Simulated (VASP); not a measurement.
A run of VASP 6.6.1:

File INCAR:

```
PREC = Accurate
ENCUT = 500
EDIFF = 1E-7
ISMEAR = 0
SIGMA = 0.02
LREAL = False
LASPH = True
NELM = 120
ALGO = Normal
ISIF = 3
LWAVE = False
LCHARG = False
GGA = PE
IVDW = 12
IBRION = 2
NSW = 80
EDIFFG = -0.001
PSTRESS = 200.0
GGA_COMPAT = False
NELMIN = 4
```

The input KPOINTS:

```
regular mesh
0
Gamma
  12 12 8
```

POSCAR

```
HfS2
1.0
    3.4122066623      0.0000000000      0.0000000000
   -1.7061033312      2.9550576525      0.0000000000
    0.0000000000      0.0000000000      5.2140006191
Hf S
1 2
Direct
    0.0000000000      0.0000000000      0.0000000000
    0.3333333333      0.6666666667      0.2861416475
    0.6666666667      0.3333333333      0.7138583525
```

Potentials or basis: VASP PAW PBE potentials, release 64 (Hf_pv, S).

Command:

```console
$ cat potpaw_PBE.64/Hf_pv/POTCAR potpaw_PBE.64/S/POTCAR > POTCAR
$ mpirun -np 1 vasp_std > vasp.out
```

Hardware: 1 thread of Intel(R) Xeon(R) Platinum 8375C CPU @ 2.90GHz (Ice Lake), on a shared host.

**Question.** How long does it take, and how much memory?

**Answer.** Wall time 12 min on 1 thread of Intel(R) Xeon(R) Platinum 8375C CPU @ 2.90GHz (Ice Lake), with other jobs on the host, peak memory 0.27 GiB. Counts: scf iterations 123, k points 131, ion steps 18.
